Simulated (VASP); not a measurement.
Write the native input for VASP 6.6.1 that does the following.

* Task: single point
* Functional: PBE-based screened hybrid with 15 % exact exchange
* Potentials or basis: VASP PAW PBE potentials, release 64 (K_sv, Br)
* Cutoff: 520 eV
* k mesh: 4 × 4 × 4
* Occupations: gaussian, width 0.01 eV
* Spin: no spin polarisation
* Dipole correction: no
* Grid for exact exchange (PRECFOCK): Normal
* Share of exact exchange: 0.15
* Further INCAR settings: ALGO = Normal; EDIFF = 1e-07; NBANDS = 15
* Screening parameter: 0.2078 1/Å

Crystal: KBr.

```
K Br
1.0
     0.00000    3.30225    3.30225
     3.30225    0.00000    3.30225
     3.30225    3.30225    0.00000
K Br
1 1
Cartesian
  0.0000 0.0000 0.0000
  3.3022 3.3022 3.3022
```

The input as run:

POSCAR

```
KBr
1.0
    0.0000000000      3.3022478341      3.3022478341
    3.3022478341      0.0000000000      3.3022478341
    3.3022478341      3.3022478341      0.0000000000
K Br
1 1
Direct
    0.0000000000      0.0000000000      0.0000000000
    0.5000000000      0.5000000000      0.5000000000
```

INCAR.step1

```
SYSTEM = KBr
PREC = Accurate
ENCUT = 520
EDIFF = 1E-5
ISMEAR = 0
SIGMA = 0.01
LREAL = .False.
LASPH = .True.
NELM = 80
ALGO = Normal
ISIF = 2
LWAVE = .True.
LCHARG = .False.
NBANDS = 15
GGA = PE
```

INCAR.step2

```
SYSTEM = KBr
PREC = Accurate
ENCUT = 520
EDIFF = 1E-7
ISMEAR = 0
SIGMA = 0.01
LREAL = .False.
LASPH = .True.
NELM = 80
ALGO = Normal
ISIF = 2
LWAVE = .False.
LCHARG = .False.
GGA = PE
LHFCALC = .True.
AEXX = 0.15
HFSCREEN = 0.2078
PRECFOCK = Normal
NBANDS = 15
ISTART = 1
```

KPOINTS

```
regular mesh
0
Gamma
  4 4 4
  0 0 0
```

Potentials or basis: VASP PAW PBE potentials, release 64 (K_sv, Br).

Run with:

```sh
$ cat potpaw_PBE.64/K_sv/POTCAR potpaw_PBE.64/Br/POTCAR > POTCAR
$ cp INCAR.step1 INCAR
$ mpirun -np 1 vasp_std > vasp.out
$ cp INCAR.step2 INCAR
$ mpirun -np 1 vasp_std > vasp.out
```

Results of the run:

```json
{
 "Pressure": "0.6 GPa",
 "Band gap on the k mesh": "5.12 eV"
}
```

Caveat: the PAW data sets were made with another functional, which shifts forces and pressure a little.

It took 17 min on 1 thread of Intel Xeon 8259CL (shared host), peak memory 0.32 GiB.
